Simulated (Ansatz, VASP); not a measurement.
**Two plane-wave programs on Pd**

Contents of INCAR:

```
SYSTEM = Pd
  PREC = Accurate
  ENCUT = 400
  EDIFF = 1E-6
  ISMEAR = 1
  SIGMA = 0.1
  LREAL = .FALSE.
  LASPH = .TRUE.
  NELM = 120
  ALGO = Normal
  ISIF = 2
  LWAVE = .FALSE.
  LCHARG = .TRUE.
  LDIPOL = .TRUE.
  IDIPOL = 3
  DIPOL = 0.5 0.5 0.389
  GGA = PS
  IVDW = 13
  LELF = .TRUE.
  LVHAR = .TRUE.
  LVACPOTAV = .TRUE.
  NBANDS = 94
  GGA_COMPAT = .FALSE.
  NELMDL = -8
```

The input KPOINTS:

```
Automatic mesh
0
G
  9 9 1
  0 0 0
```

POSCAR

```
Pd
1.0
    0.0000000284      5.4129525108      0.0000000000
   -4.6877543980     -2.7064762308      0.0000000000
    0.0000000000      0.0000000000     26.6996931136
Pd
16
Direct
    0.0000000000      0.0000000000      0.2621752981
    1.0000000000      0.5000000000      0.2621752981
    0.5000000000      0.0000000000      0.2621752981
    0.5000000000      0.5000000000      0.2621752981
    0.3331267432      0.1667813749      0.3471522603
    0.3332186251      0.6663453683      0.3471522603
    0.8336546317      0.1668732568      0.3471522603
    0.8333333333      0.6666666667      0.3467409129
    0.6675283451      0.3337369990      0.4309363669
    0.6662086539      0.8324716549      0.4309363669
    0.1666666667      0.3333333333      0.4320612252
    0.1662630010      0.8337913461      0.4309363669
    0.0011836849      0.5008125780      0.5168697690
   -0.0008125780      0.0003711069      0.5168697690
    0.4996288931      0.4988163151      0.5168697690
    0.5000000000      1.0000000000      0.5150361424
```

Input for Ansatz:

```yaml
crystal:
  lattice:
    - [2.84e-08, 5.4129525108, 0.0]
    - [-4.687754398, -2.7064762308, 0.0]
    - [0.0, 0.0, 26.6996931136]
  atoms:
    - { symbol: Pd, position: [0.0, 0.0, 0.2621752981] }
    - { symbol: Pd, position: [1.0, 0.5, 0.2621752981] }
    - { symbol: Pd, position: [0.5, 0.0, 0.2621752981] }
    - { symbol: Pd, position: [0.5, 0.5, 0.2621752981] }
    - { symbol: Pd, position: [0.3331267432, 0.1667813749, 0.3471522603] }
    - { symbol: Pd, position: [0.3332186251, 0.6663453683, 0.3471522603] }
    - { symbol: Pd, position: [0.8336546317, 0.1668732568, 0.3471522603] }
    - { symbol: Pd, position: [0.8333333333, 0.6666666667, 0.3467409129] }
    - { symbol: Pd, position: [0.6675283451, 0.333736999, 0.4309363669] }
    - { symbol: Pd, position: [0.6662086539, 0.8324716549, 0.4309363669] }
    - { symbol: Pd, position: [0.1666666667, 0.3333333333, 0.4320612252] }
    - { symbol: Pd, position: [0.166263001, 0.8337913461, 0.4309363669] }
    - { symbol: Pd, position: [0.0011836849, 0.500812578, 0.516869769] }
    - { symbol: Pd, position: [-0.000812578, 0.0003711069, 0.516869769] }
    - { symbol: Pd, position: [0.4996288931, 0.4988163151, 0.516869769] }
    - { symbol: Pd, position: [0.5, 1.0, 0.5150361424] }
basis:
  ecutwfc: 420
kpoints:
  mp_grid: { grid: [9, 9, 1] }
hamiltonian:
  xc: pbesol
  dispersion: d4
  pseudopotentials: { kind: paw, azcp: { folder: soft_1 } }
scf:
  occupations: { method: methfessel_paxton, width: 0.1 }
  n_extra_bands: 16
  max_iter: 160
output:
  forces: true
  eigenvalues: true
efield:
  axis: 3
  dipole_correction: true
```

Alike in both runs: task single point; functional PBEsol; dispersion D4; k mesh 9 × 9 × 1; occupations methfessel-paxton of order 1, width 0.1 eV; no spin polarisation.

```csv
,VASP,Ansatz
version,VASP 6.6.1,Ansatz 0.2.0
potentials or method,"VASP PAW PBE potentials, release 64 (Pd), cutoff 400 eV","scalar-relativistic, plane waves, PAW"
valence electrons in the cell,160,288
```

|  | VASP | Ansatz | Ansatz less VASP |
| --- | --- | --- | --- |
| gap on the k mesh at the Fermi level (eV) | none | none | - |
| rms of the force components (eV/Å) | 0.055 | 0.052 | -0.0025 |

VASP's potentials were made for PBE, not for PBEsol, and Ansatz warns of the same on its side. Atom by atom the forces differ by 0.005 eV/Å (rms over components). A gap of «none» marks a metal or a gap that the smearing closes. VASP's potentials hold 160 valence electrons a cell and Ansatz's 288, so a difference there can come from the potentials and not from the codes.
